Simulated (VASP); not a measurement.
# AlFe (P1) in VASP: notebook

The runs below take AlFe through single point, with PBE.

Program: VASP 6.6.1. These are calculated values, not measurements. Logs are shortened: lines on timing, memory, paths and dates and some standing lists are left out, and cuts for length are marked.

### 1 The cell of the first run

The typed cell holds 8 atoms: a = 6.183 Å, b = 6.183 Å, c = 3.091 Å, α = 90.00°, β = 90.00°, γ = 90.00°.

### 2 Single point, PBE, collinear spin, antiferromagnetic start

INCAR

```
PREC     = Accurate       # precision mode
ENCUT    = 520            # plane-wave cutoff, eV
EDIFF    = 1E-6           # SCF threshold, eV
ISMEAR   = -1             # smearing method
SIGMA    = 0.1            # smearing width, eV
LREAL    = False          # projectors in reciprocal space
LASPH    = True           # aspherical terms in the spheres
NELM     = 150            # most SCF steps
ALGO     = Normal         # electronic algorithm
ISIF     = 2              # what is computed and relaxed
LWAVE    = False          # write WAVECAR
LCHARG   = False          # write CHGCAR
ISPIN    = 2              # spin polarisation
MAGMOM   = 4 -4 -4 4 0 0 0 0 # initial moments
LORBIT   = 11             # projections on sites
LMAXMIX  = 4              # l up to which the mixer works
GGA      = PE             # functional
NBANDS   = 36             # bands
```

KPOINTS

```
regular mesh
0
Gamma
  1 1 1
```

POSCAR

```
AlFe
1.0
    6.1828089303      0.0000000000      0.0000000000
    0.0000000000      6.1828089303      0.0000000000
    0.0000000000      0.0000000000      3.0914044647
Fe Al
4 4
Direct
    0.0085509800     -0.0017117650      0.0264960780
   -0.0056450980      0.5084843140      0.0312019610
    0.5123156860      0.0062882350      0.0298686270
    0.4989823530      0.4972686270      0.0154372550
    0.2572960780      0.2546411760      0.5301823530
    0.2580019610      0.7549549020      0.5210058820
    0.7487470590      0.2480529410      0.5315941180
    0.7434921570      0.7521313730      0.5281431370
```

Potentials or basis: VASP PAW PBE potentials, release 64 (Fe, Al).

Command:

```bash
cat potpaw_PBE.64/Fe/POTCAR potpaw_PBE.64/Al/POTCAR > POTCAR
mpirun -np 1 vasp_gam > vasp.out
```

OUTCAR:

```text
PREC = Accurate
   ENCUT = 520
   EDIFF = 1E-6
   ISMEAR = -1
   LREAL = False
   LASPH = True
   NELM = 150
   ISIF = 2
   ISPIN = 2
   LORBIT = 11
   GGA = PE

 ion  position               nearest neighbor table
   1  0.009  0.998  0.026-   6 2.64   6 2.66   5 2.69   5 2.70   7 2.70   8 2.72   7 2.72   8 2.72
                             2 3.03   3 3.07   3 3.12
   2  0.994  0.508  0.031-   8 2.65   8 2.66   6 2.70   7 2.70   7 2.70   6 2.73   5 2.74   5 2.74
                             1 3.03   4 3.06   4 3.12
   3  0.512  0.006  0.030-   7 2.60   7 2.60   8 2.62   8 2.63   6 2.68   5 2.69   5 2.69   6 2.71
                             4 3.04   1 3.07   1 3.12
   4  0.499  0.497  0.015-   5 2.59   7 2.65   5 2.65   8 2.65   6 2.66   6 2.68   8 2.70   7 2.70
                             3 3.04   2 3.06   2 3.12
   5  0.257  0.255  0.530-   4 2.59   4 2.65   3 2.69   1 2.69   3 2.69   1 2.70   2 2.74   2 2.74
                             7 3.04   6 3.09   6 3.09   7 3.14
   6  0.258  0.755  0.521-   1 2.64   1 2.66   4 2.66   3 2.68   4 2.68   2 2.70   3 2.71   2 2.73
                             8 3.00   5 3.09   5 3.09   8 3.18
   7  0.749  0.248  0.532-   3 2.60   3 2.60   4 2.65   2 2.70   2 2.70   4 2.70   1 2.70   1 2.72
                             5 3.04   8 3.07   8 3.12   5 3.14
   8  0.743  0.752  0.528-   3 2.62   3 2.63   2 2.65   4 2.65   2 2.66   4 2.70   1 2.72   1 2.72
                             6 3.00   7 3.07   7 3.12   6 3.18

  LATTYP: Found a simple tetragonal cell.
 ALAT       =     6.1828089303
 C/A-ratio  =     0.4999999999

  Lattice vectors:

 A1 = (   6.1828089303,   0.0000000000,   0.0000000000)
 A2 = (   0.0000000000,   6.1828089303,   0.0000000000)
 A3 = (   0.0000000000,   0.0000000000,   3.0914044647)

Analysis of symmetry for initial positions (statically):
=====================================================================
 Subroutine PRICEL returns:
 Original cell was already a primitive cell.

 Routine SETGRP: Setting up the symmetry group for a
 simple tetragonal supercell.

 Subroutine GETGRP returns: Found  1 space group operations
 (whereof  1 operations were pure point group operations)
 out of a pool of 16 trial point group operations.

The static configuration has the point symmetry C_1 .

Analysis of symmetry for dynamics (positions and initial velocities):
=====================================================================
 Subroutine PRICEL returns:
 Original cell was already a primitive cell.

 Routine SETGRP: Setting up the symmetry group for a
 simple tetragonal supercell.

 Subroutine GETGRP returns: Found  1 space group operations
 (whereof  1 operations were pure point group operations)
 out of a pool of 16 trial point group operations.

The dynamic configuration has the point symmetry C_1 .

Analysis of structural, dynamic, and magnetic symmetry:
=====================================================================
 Subroutine PRICEL returns:
 Original cell was already a primitive cell.

 Routine SETGRP: Setting up the symmetry group for a
 simple tetragonal supercell.

 Subroutine GETGRP returns: Found  1 space group operations
 (whereof  1 operations were pure point group operations)
 out of a pool of 16 trial point group operations.

The overall configuration has the point symmetry C_1 .

 Subroutine INISYM returns: Found  1 space group operations
 (whereof  1 operations are pure point group operations),
 and found     1 'primitive' translations

----------------------------------------------------------------------------------------

                                     Primitive cell

  volume of cell :     118.1755

  direct lattice vectors                    reciprocal lattice vectors
     6.182808930  0.000000000  0.000000000     0.161738784  0.000000000  0.000000000
     0.000000000  6.182808930  0.000000000     0.000000000  0.161738784  0.000000000
     0.000000000  0.000000000  3.091404465     0.000000000  0.000000000  0.323477569

  length of vectors
     6.182808930  6.182808930  3.091404465     0.161738784  0.161738784  0.323477569

  position of ions in fractional coordinates (direct lattice)
     0.008550980  0.998288235  0.026496078
     0.994354902  0.508484314  0.031201961
     0.512315686  0.006288235  0.029868627
     0.498982353  0.497268627  0.015437255
     0.257296078  0.254641176  0.530182353
     0.258001961  0.754954902  0.521005882
     0.748747059  0.248052941  0.531594118
     0.743492157  0.752131373  0.528143137

  ion indices of the primitive-cell ions
   primitive index   ion index
                 1           1
                 2           2
                 3           3
                 4           4
                 5           5
                 6           6
                 7           7
                 8           8

----------------------------------------------------------------------------------------

 KPOINTS: regular mesh

Automatic generation of k-mesh.
 Grid dimensions read from file:
 generate k-points for:    1    1    1

 Generating k-lattice:

  Cartesian coordinates                     Fractional coordinates (reciprocal lattice)
     0.161738784  0.000000000  0.000000000     1.000000000  0.000000000  0.000000000
     0.000000000  0.161738784  0.000000000     0.000000000  1.000000000  0.000000000
     0.000000000  0.000000000  0.323477569     0.000000000  0.000000000  1.000000000

  Length of vectors
     0.161738784  0.161738784  0.323477569

  Shift w.r.t. Gamma in fractional coordinates (k-lattice)
     0.000000000  0.000000000  0.000000000

 Subroutine IBZKPT returns following result:
 ===========================================

 Found      1 irreducible k-points:

 Following reciprocal coordinates:
            Coordinates               Weight
  0.000000  0.000000  0.000000      1.000000
   k-points           NKPTS =      1   k-points in BZ     NKDIM =      1   number of bands    NBANDS=     36
   number of dos      NEDOS =    301   number of ions     NIONS =      8
   total plane-waves  NPLWV =  55296
   dimension x,y,z NGX =    48 NGY =   48 NGZ =   24
   dimension x,y,z NGXF=    96 NGYF=   96 NGZF=   48
   ions per type =               4   4
   NGX,Y,Z   is equivalent  to a cutoff of  12.91, 12.91, 12.91 a.u.
   NGXF,Y,Z  is equivalent  to a cutoff of  25.81, 25.81, 25.81 a.u.
 SYSTEM =  unknown system
   PREC   = accura    normal or accurate (medium, high low for compatibility)
   ISTART =      0    job   : 0-new  1-cont  2-samecut
   ICHARG =      2    charge: 1-file 2-atom 10-const
   ISPIN  =      2    spin polarized calculation?
   LNONCOLLINEAR =      F non collinear calculations
   LSORBIT =      F    spin-orbit coupling
   LASPH  =      T    aspherical Exc in radial PAW
   ENCUT  =  520.0 eV  38.22 Ry    6.18 a.u.  11.50 11.50  5.75*2*pi/ulx,y,z
   NELM   =    150;   NELMIN=  2; NELMDL= -5     # of ELM steps
   EDIFF  = 0.1E-05   stopping-criterion for ELM
   LREAL  =      F    real-space projection
   EDIFFG = 0.1E-04   stopping-criterion for IOM
   NSW    =      0    number of steps for IOM
   IBRION =     -1    ionic relax: 0-MD 1-quasi-New 2-CG
   NFREE  =      0    steps in history (QN), initial steepest desc. (CG)
   ISIF   =      2    stress and relaxation
   ISYM   =      2    0-nonsym 1-usesym 2-fastsym
   POTIM  = 0.5000    time-step for ionic-motion
   TEBEG  =    0.0;   TEEND  =   0.0 temperature during run
   PSTRESS=    0.0 pullay stress
   NELECT =      44.0000    total number of electrons
   NUPDOWN=      -1.0000    fix difference up-down
   EMIN   =  10.00;   EMAX   =-10.00  energy-range for DOS
   EFERMI =   0.00;   METHOD = LEGACY
   ISMEAR =    -1;   SIGMA  =   0.10  broadening in eV -4-tet -1-fermi 0-gaus
   EFERMI_NEDOS =   21; number of points for ismear=-14 and -15
   IALGO  =     38    algorithm
   IMIX   =      4    mixing-type and parameters
     AMIX     =   0.40;   BMIX     =  1.00
     AMIX_MAG =   1.60;   BMIX_MAG =  1.00
  volume/ion in A,a.u.               =      14.77        99.69
  Fermi-wavevector in a.u.,A,eV,Ry     =   1.177741  2.225608 18.872294  1.387075
  Thomas-Fermi vector in A             =   2.314083
   LORBIT       =     11    0 simple, 1 ext, 2 COOP (PROOUT), +10 PAW based schemes
   GGA     = PE    functional components
   LHFCALC =     F    Hartree Fock is set to
   AEXX    =    0.0000 exact exchange contribution
   IVDW    =     0    specifies the selected vdW correction
   LEPSILON=     F    determine dielectric tensor
   LRPA    =     F    only Hartree local field effects (RPA)
 spin polarized calculation
  energy-cutoff  :      520.00
  volume of cell :      118.18
 maximum number of plane-waves:      1596
 NGX is ok and might be reduce to    48
   NGX = 23   NGY = 23   NGZ = 11

 number of electron      44.0000008 magnetization       0.3839874

 Free energy of the ion-electron system (eV)
  ---------------------------------------------------
  ext. energy  EPLUGINS =         0.00000000
  ---------------------------------------------------
  free energy    TOTEN  =       -58.23825138 eV

  energy without entropy =      -57.91004106  energy(sigma->0) =      -58.07414622

 E-fermi :   7.2631     XC(G=0): -11.1100

 val. band max:        7.1206365113   @ k =   0.0000   0.0000   0.0000
 cond. band min:       7.2705073315   @ k =   0.0000   0.0000   0.0000
 fundamental gap:      0.1498708202
 Fermi energy:         7.2631171814

 spin component 1

 k-point     1 :       0.0000    0.0000    0.0000
  band No.  band energies     occupation
      1      -3.2700      1.00000
      2       0.1641      1.00000
      3       0.1704      1.00000
      4       0.8283      1.00000
      5       0.9020      1.00000
      6       1.7794      1.00000
[... 26 lines left out ...]
     33      14.1015      0.00000
     34      14.1081      0.00000
 Fermi energy:         7.2631171814

 spin component 2

 k-point     1 :       0.0000    0.0000    0.0000
  band No.  band energies     occupation
      1      -3.2678      1.00000
      2       0.1686      1.00000
      3       0.1697      1.00000
      4       0.8270      1.00000
      5       0.9559      1.00000
      6       1.7850      1.00000
[... 26 lines left out ...]
     33      14.1014      0.00000
     34      14.1057      0.00000
 [bands above 34 left out]

------------------------ aborting loop because EDIFF is reached ----------------------------------------

  FORCE on cell =-STRESS in cart. coord.  units (eV):
  Direction    XX          YY          ZZ          XY          YZ          ZX
  --------------------------------------------------------------------------------------
  -------------------------------------------------------------------------------------
  Total       12.2609186     12.5506563    -58.0899808     -0.0417931      0.0170666     -0.0064285
  in kB      166.2287390    170.1568892   -787.5612402     -0.5666152      0.2313827     -0.0871558
  external PRESSURE =    -150.3918707 kB  Pullay stress =       0.0000000 kB

 VOLUME and BASIS-vectors are now :
 -----------------------------------------------------------------------------
  energy-cutoff  :      520.00
  volume of cell :      118.18
      direct lattice vectors                 reciprocal lattice vectors
     6.182808930  0.000000000  0.000000000     0.161738784  0.000000000  0.000000000
     0.000000000  6.182808930  0.000000000     0.000000000  0.161738784  0.000000000
     0.000000000  0.000000000  3.091404465     0.000000000  0.000000000  0.323477569

 POSITION                                       TOTAL-FORCE (eV/Angst)
 -----------------------------------------------------------------------------------
      0.05287      6.17223      0.08191        -0.183595      0.088447      0.037218
      6.14791      3.14386      0.09646         0.283265     -0.137553     -0.055994
      3.16755      0.03888      0.09234        -0.411023     -0.071253     -0.045740
      3.08511      3.07452      0.04772         0.142731      0.130459      0.185429
      1.59081      1.57440      1.63901        -0.097248     -0.096298     -0.061643
      1.59518      4.66774      1.61064         0.027722      0.010473      0.027672
      4.62936      1.53366      1.64337         0.149868      0.057383     -0.049599
      4.59687      4.65028      1.63270         0.088280      0.018343     -0.037344
 -----------------------------------------------------------------------------------
    total drift:                                0.000188     -0.000879      0.000185

  FREE ENERGIE OF THE ION-ELECTRON SYSTEM (eV)
  ---------------------------------------------------
  free  energy   TOTEN  =       -58.2382513845 eV

  energy  without entropy=      -57.9100410599  energy(sigma->0) =      -58.07414622

 total charge

# of ion       s       p       d       tot
------------------------------------------
    1        0.453   0.331   6.236   7.019
    2        0.451   0.330   6.225   7.007
    3        0.461   0.336   6.326   7.123
    4        0.456   0.336   6.299   7.091
    5        0.450   0.305   0.000   0.755
    6        0.450   0.305   0.000   0.755
    7        0.451   0.308   0.000   0.758
    8        0.451   0.308   0.000   0.759
--------------------------------------------------
tot          3.623   2.557  25.087  31.267

 magnetization (x)

# of ion       s       p       d       tot
------------------------------------------
    1        0.004   0.019   2.582   2.605
    2       -0.006  -0.019  -2.601  -2.626
    3       -0.004  -0.015  -1.983  -2.001
    4        0.003   0.018   2.394   2.415
    5       -0.001  -0.002   0.000  -0.003
    6       -0.001  -0.001   0.000  -0.001
    7        0.001  -0.001   0.000   0.000
    8        0.001  -0.000   0.000   0.001
--------------------------------------------------
tot         -0.002   0.000   0.392   0.390
```

Wall time 43 s (1 thread of Intel Xeon 6975P-C (Granite Rapids), shared host); peak memory 0.25 GiB.

What came out:

* Free energy: -58.2383 eV
* Pressure: -15.0 GPa
* Largest force: 0.420 eV/Å
* Band gap on the k mesh: 0.15 eV
* Net moment: 0.38 μB per cell
* Site moments: Fe +2.60, -2.63, -2.00, +2.42; Al -0.00, +0.00 μB
* Valence electrons inside the program's atomic spheres: Fe 7.02, 7.01, 7.12, 7.09; Al 0.76

Forces on the atoms (eV/Å):
```
Fe  -0.184  0.088  0.037
Fe   0.283 -0.138 -0.056
Fe  -0.411 -0.071 -0.046
Fe   0.143  0.130  0.185
Al  -0.097 -0.096 -0.062
Al   0.028  0.010  0.028
Al   0.150  0.057 -0.050
Al   0.088  0.018 -0.037
```

Levels at points of the mesh, in eV from the valence-band top:
Spin up:
```csv
k point,band 18,band 19,band 20,band 21,band 22,band 23,band 24,band 25,band 26,band 27
"(0.00, 0.00, 0.00)",-2.10,-0.94,-0.81,-0.57,0.00,0.31,0.34,0.42,0.45,0.86
```
Spin down:
| k point | band 18 | band 19 | band 20 | band 21 | band 22 | band 23 | band 24 | band 25 |
| --- | --- | --- | --- | --- | --- | --- | --- | --- |
| (0.00, 0.00, 0.00) | -1.94 | -0.91 | -0.88 | -0.34 | 0.15 | 0.23 | 0.54 | 0.58 |

Caveat: the k points lie up to 2.03 Å⁻¹ apart. A k mesh can miss the band edges.

[end of part 1 of 2]
